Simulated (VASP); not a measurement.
# BaTe (Fm-3m) in VASP: single point with PBE

Aim: the single point of BaTe with PBE.

Program: VASP 6.6.1. These are calculated values, not measurements. Logs are shortened: lines on timing, memory, paths and dates and some standing lists are left out, and cuts for length are marked.

### 1 The cell of the first run

It takes space group Fm-3m (No. 225, cubic). The conventional cell has a = 6.820 Å, b = 6.820 Å, c = 6.820 Å, α = 90.00°, β = 90.00°, γ = 90.00°. Within 4.5 Å of Ba (site symmetry m-3m) lie 6 Te at 3.41 Å. Within 4.5 Å of Te (site symmetry m-3m) lie 6 Ba at 3.41 Å.

### 2 Single point, PBE

The input, INCAR:

```
  PREC = Accurate
  ENCUT = 520
  EDIFF = 1E-6
  ISMEAR = 0
  SIGMA = 0.01
  LREAL = False
  LASPH = True
  NELM = 80
  ALGO = Normal
  ISIF = 2
  LWAVE = False
  LCHARG = False
  GGA = PE
  NBANDS = 15
```

The input, KPOINTS:

```
Automatic mesh
0
Gamma
  4 4 4
```

The input, POSCAR:

```
BaTe
1.0
    4.8224680000      0.0000000000      0.0000000000
    2.4112340000      4.1763797969      0.0000000000
    2.4112340000      1.3921265990      3.9375286336
Ba Te
1 1
Direct
    0.0000000000      0.0000000000      0.0000000000
    0.5000000000      0.5000000000      0.5000000000
```

Potentials or basis: VASP PAW PBE potentials, release 64 (Ba_sv, Te).

The run is started by

```console
$ cat potpaw_PBE.64/Ba_sv/POTCAR potpaw_PBE.64/Te/POTCAR > POTCAR
$ mpirun -np 1 vasp_std > vasp.out
```

OUTCAR:

```text
PREC = Accurate
   ENCUT = 520
   EDIFF = 1E-6
   ISMEAR = 0
   LREAL = False
   LASPH = True
   NELM = 80
   ISIF = 2
   GGA = PE

 ion  position               nearest neighbor table
   1  0.000  0.000  0.000-   2 3.41   2 3.41   2 3.41   2 3.41   2 3.41   2 3.41
   2  0.500  0.500  0.500-   1 3.41   1 3.41   1 3.41   1 3.41   1 3.41   1 3.41

  LATTYP: Found a face centered cubic cell.
 ALAT       =     6.8199996497

  Lattice vectors:

 A1 = (   4.8224680000,   0.0000000000,   0.0000000000)
 A2 = (   2.4112340000,   4.1763797969,   0.0000000000)
 A3 = (   2.4112340000,   1.3921265990,   3.9375286336)

Analysis of symmetry for initial positions (statically):
=====================================================================
 Subroutine PRICEL returns:
 Original cell was already a primitive cell.

 Routine SETGRP: Setting up the symmetry group for a
 face centered cubic supercell.

 Subroutine GETGRP returns: Found 48 space group operations
 (whereof 48 operations were pure point group operations)
 out of a pool of 48 trial point group operations.

The static configuration has the point symmetry O_h .

Analysis of symmetry for dynamics (positions and initial velocities):
=====================================================================
 Subroutine PRICEL returns:
 Original cell was already a primitive cell.

 Routine SETGRP: Setting up the symmetry group for a
 face centered cubic supercell.

 Subroutine GETGRP returns: Found 48 space group operations
 (whereof 48 operations were pure point group operations)
 out of a pool of 48 trial point group operations.

The dynamic configuration has the point symmetry O_h .

 Subroutine INISYM returns: Found 48 space group operations
 (whereof 48 operations are pure point group operations),
 and found     1 'primitive' translations

----------------------------------------------------------------------------------------

                                     Primitive cell

  volume of cell :      79.3036

  direct lattice vectors                    reciprocal lattice vectors
     4.822468000  0.000000000  0.000000000     0.207362703 -0.119720912 -0.084655469
     2.411234000  4.176379797  0.000000000     0.000000000  0.239441825 -0.084655469
     2.411234000  1.392126599  3.937528634     0.000000000  0.000000000  0.253966407

  length of vectors
     4.822468000  4.822468000  4.822468000     0.253966407  0.253966407  0.253966407

  position of ions in fractional coordinates (direct lattice)
     0.000000000  0.000000000  0.000000000
     0.500000000  0.500000000  0.500000000

  ion indices of the primitive-cell ions
   primitive index   ion index
                 1           1
                 2           2

----------------------------------------------------------------------------------------

 KPOINTS: Automatic mesh

Automatic generation of k-mesh.
 Grid dimensions read from file:
 generate k-points for:    4    4    4

 Generating k-lattice:

  Cartesian coordinates                     Fractional coordinates (reciprocal lattice)
     0.051840676 -0.029930228 -0.021163867     0.250000000  0.000000000  0.000000000
     0.000000000  0.059860456 -0.021163867     0.000000000  0.250000000 -0.000000000
     0.000000000  0.000000000  0.063491602     0.000000000  0.000000000  0.250000000

  Length of vectors
     0.063491602  0.063491602  0.063491602

  Shift w.r.t. Gamma in fractional coordinates (k-lattice)
     0.000000000  0.000000000  0.000000000

 Subroutine IBZKPT returns following result:
 ===========================================

 Found      8 irreducible k-points:

 Following reciprocal coordinates:
            Coordinates               Weight
  0.000000  0.000000  0.000000      1.000000
  0.250000  0.000000  0.000000      8.000000
  0.500000  0.000000  0.000000      4.000000
  0.250000  0.250000  0.000000      6.000000
  0.500000  0.250000  0.000000     24.000000
 -0.250000  0.250000 -0.000000     12.000000
  0.500000  0.500000  0.000000      3.000000
 -0.250000  0.500000  0.250000      6.000000
   k-points           NKPTS =      8   k-points in BZ     NKDIM =      8   number of bands    NBANDS=     15
   number of dos      NEDOS =    301   number of ions     NIONS =      2
   total plane-waves  NPLWV =  46656
   dimension x,y,z NGX =    36 NGY =   36 NGZ =   36
   dimension x,y,z NGXF=    72 NGYF=   72 NGZF=   72
   ions per type =               1   1
   NGX,Y,Z   is equivalent  to a cutoff of  12.41, 12.41, 12.41 a.u.
   NGXF,Y,Z  is equivalent  to a cutoff of  24.82, 24.82, 24.82 a.u.
 SYSTEM =  unknown system
   PREC   = accura    normal or accurate (medium, high low for compatibility)
   ISTART =      0    job   : 0-new  1-cont  2-samecut
   ICHARG =      2    charge: 1-file 2-atom 10-const
   ISPIN  =      1    spin polarized calculation?
   LNONCOLLINEAR =      F non collinear calculations
   LSORBIT =      F    spin-orbit coupling
   LASPH  =      T    aspherical Exc in radial PAW
   ENCUT  =  520.0 eV  38.22 Ry    6.18 a.u.   8.97  8.97  8.97*2*pi/ulx,y,z
   NELM   =     80;   NELMIN=  2; NELMDL= -5     # of ELM steps
   EDIFF  = 0.1E-05   stopping-criterion for ELM
   LREAL  =      F    real-space projection
   EDIFFG = 0.1E-04   stopping-criterion for IOM
   NSW    =      0    number of steps for IOM
   IBRION =     -1    ionic relax: 0-MD 1-quasi-New 2-CG
   NFREE  =      0    steps in history (QN), initial steepest desc. (CG)
   ISIF   =      2    stress and relaxation
   ISYM   =      2    0-nonsym 1-usesym 2-fastsym
   POTIM  = 0.5000    time-step for ionic-motion
   TEBEG  =    0.0;   TEEND  =   0.0 temperature during run
   PSTRESS=    0.0 pullay stress
   NELECT =      16.0000    total number of electrons
   NUPDOWN=      -1.0000    fix difference up-down
   EMIN   =  10.00;   EMAX   =-10.00  energy-range for DOS
   EFERMI =   0.00;   METHOD = LEGACY
   ISMEAR =     0;   SIGMA  =   0.01  broadening in eV -4-tet -1-fermi 0-gaus
   EFERMI_NEDOS =   21; number of points for ismear=-14 and -15
   IALGO  =     38    algorithm
   IMIX   =      4    mixing-type and parameters
     AMIX     =   0.40;   BMIX     =  1.00
     AMIX_MAG =   1.60;   BMIX_MAG =  1.00
  volume/ion in A,a.u.               =      39.65       267.58
  Fermi-wavevector in a.u.,A,eV,Ry     =   0.960175  1.814468 12.543706  0.921936
  Thomas-Fermi vector in A             =   2.089436
   LORBIT       =      0    0 simple, 1 ext, 2 COOP (PROOUT), +10 PAW based schemes
   GGA     = PE    functional components
   LHFCALC =     F    Hartree Fock is set to
   AEXX    =    0.0000 exact exchange contribution
   IVDW    =     0    specifies the selected vdW correction
   LEPSILON=     F    determine dielectric tensor
   LRPA    =     F    only Hartree local field effects (RPA)
 non-spin polarized calculation
 Gauss-broadening in eV      SIGMA  =   0.01
  energy-cutoff  :      520.00
  volume of cell :       79.30
 maximum number of plane-waves:      2148
   NGX = 17   NGY = 17   NGZ = 17

 number of electron      16.0000000 magnetization

 Free energy of the ion-electron system (eV)
  ---------------------------------------------------
  ext. energy  EPLUGINS =         0.00000000
  ---------------------------------------------------
  free energy    TOTEN  =        -8.49978700 eV

  energy without entropy =       -8.49978700  energy(sigma->0) =       -8.49978700

 E-fermi :   2.8759     XC(G=0):  -8.5608

 val. band max:        2.8063016538   @ k =   0.0000   0.0000   0.0000
 cond. band min:       4.1263733106   @ k =   0.5000   0.5000   0.0000
 fundamental gap:      1.3200716568
 Fermi energy:         2.8758514712

 k-point     1 :       0.0000    0.0000    0.0000
  band No.  band energies     occupation
      1     -24.0387      2.00000
      2      -9.2112      2.00000
      3      -9.2112      2.00000
      4      -9.2112      2.00000
      5      -6.9178      2.00000
      6       2.8063      2.00000
      7       2.8063      2.00000
      8       2.8063      2.00000
      9       5.6591      0.00000
     10       5.6591      0.00000
     11       5.6591      0.00000
     12       6.0300      0.00000
     13       6.3626      0.00000
     14       6.3626      0.00000
     15       9.7798      0.00000

 k-point     2 :       0.2500    0.0000    0.0000
  band No.  band energies     occupation
      1     -24.0285      2.00000
      2      -9.5508      2.00000
      3      -9.2180      2.00000
      4      -9.2180      2.00000
      5      -6.4000      2.00000
      6       1.3065      2.00000
      7       2.0210      2.00000
      8       2.0210      2.00000
      9       5.9144      0.00000
     10       6.4417      0.00000
     11       6.4417      0.00000
     12       8.0258      0.00000
     13       8.0933      0.00000
     14       8.0933      0.00000
     15      11.3540      0.00000

 k-point     3 :       0.5000    0.0000    0.0000
  band No.  band energies     occupation
      1     -24.0182      2.00000
      2      -9.8115      2.00000
      3      -9.2246      2.00000
      4      -9.2246      2.00000
      5      -5.9334      2.00000
      6       0.3388      2.00000
      7       1.5038      2.00000
      8       1.5038      2.00000
      9       7.0945      0.00000
     10       7.7368      0.00000
     11       7.8400      0.00000
     12       7.8400      0.00000
     13       9.9399      0.00000
     14       9.9399      0.00000
     15      10.7792      0.00000
[... 55 lines left out ...]
 k-point     7 :       0.5000    0.5000    0.0000
  band No.  band energies     occupation
      1     -24.0115      2.00000
      2      -9.4996      2.00000
      3      -9.3261      2.00000
      4      -9.3261      2.00000
      5      -6.6893      2.00000
      6       1.6543      2.00000
      7       2.4260      2.00000
      8       2.4260      2.00000
      9       4.1264      0.00000
     10       7.3462      0.00000
     11       7.7986      0.00000
     12       8.7576      0.00000
     13       8.7984      0.00000
     14       8.7984      0.00000
     15      10.9722      0.00000

 k-point     8 :      -0.2500    0.5000    0.2500
  band No.  band energies     occupation
      1     -24.0115      2.00000
      2      -9.4357      2.00000
      3      -9.4134      2.00000
      4      -9.4134      2.00000
      5      -6.3936      2.00000
      6       1.3703      2.00000
      7       1.8138      2.00000
      8       1.8138      2.00000
      9       6.3244      0.00000
     10       6.3244      0.00000
     11       7.8514      0.00000
     12       8.2441      0.00000
     13       8.8129      0.00000
     14      11.5000      0.00000
     15      11.5778      0.00000

------------------------ aborting loop because EDIFF is reached ----------------------------------------

  FORCE on cell =-STRESS in cart. coord.  units (eV):
  Direction    XX          YY          ZZ          XY          YZ          ZX
  --------------------------------------------------------------------------------------
  -------------------------------------------------------------------------------------
  Total        2.1506855      2.1506855      2.1506855     -0.0000000      0.0000000     -0.0000000
  in kB       43.4504652     43.4504652     43.4504652     -0.0000000      0.0000000     -0.0000000
  external PRESSURE =      43.4504652 kB  Pullay stress =       0.0000000 kB

 VOLUME and BASIS-vectors are now :
 -----------------------------------------------------------------------------
  energy-cutoff  :      520.00
  volume of cell :       79.30
      direct lattice vectors                 reciprocal lattice vectors
     4.822468000  0.000000000  0.000000000     0.207362703 -0.119720912 -0.084655469
     2.411234000  4.176379797  0.000000000     0.000000000  0.239441825 -0.084655469
     2.411234000  1.392126599  3.937528634     0.000000000  0.000000000  0.253966407

 POSITION                                       TOTAL-FORCE (eV/Angst)
 -----------------------------------------------------------------------------------
      0.00000      0.00000      0.00000        -0.000000     -0.000000      0.000000
      4.82247      2.78425      1.96876         0.000000      0.000000      0.000000
 -----------------------------------------------------------------------------------
    total drift:                                0.000000      0.000000      0.000000

  FREE ENERGIE OF THE ION-ELECTRON SYSTEM (eV)
  ---------------------------------------------------
  free  energy   TOTEN  =        -8.4997870044 eV

  energy  without entropy=       -8.4997870044  energy(sigma->0) =       -8.49978700
```

Run time: 14 s. Hardware: 1 thread of Intel Xeon 8259CL, shared host; peak memory 0.2 GiB.

What came out:

```
Free energy            : -8.4998 eV
Pressure               : 4.3 GPa
Band gap on the k mesh : 1.32 eV, indirect (least direct gap 1.70 eV)
```

Levels at points of the mesh, in eV from the valence-band top:
```tsv
k point	band 5	band 6	band 7	band 8	band 9	band 10	band 11	band 12
(0.00, 0.00, 0.00)	-9.72	0.00	0.00	0.00	2.85	2.85	2.85	3.22
(0.50, 0.00, 0.00)	-8.74	-2.47	-1.30	-1.30	4.29	4.93	5.03	5.03
(0.50, 0.50, 0.00)	-9.50	-1.15	-0.38	-0.38	1.32	4.54	4.99	5.95
```

Caveat: spin-orbit coupling is left out, which moves the levels of the heavy elements. A hybrid or GW would open this gap; PBE tends to underestimate it.
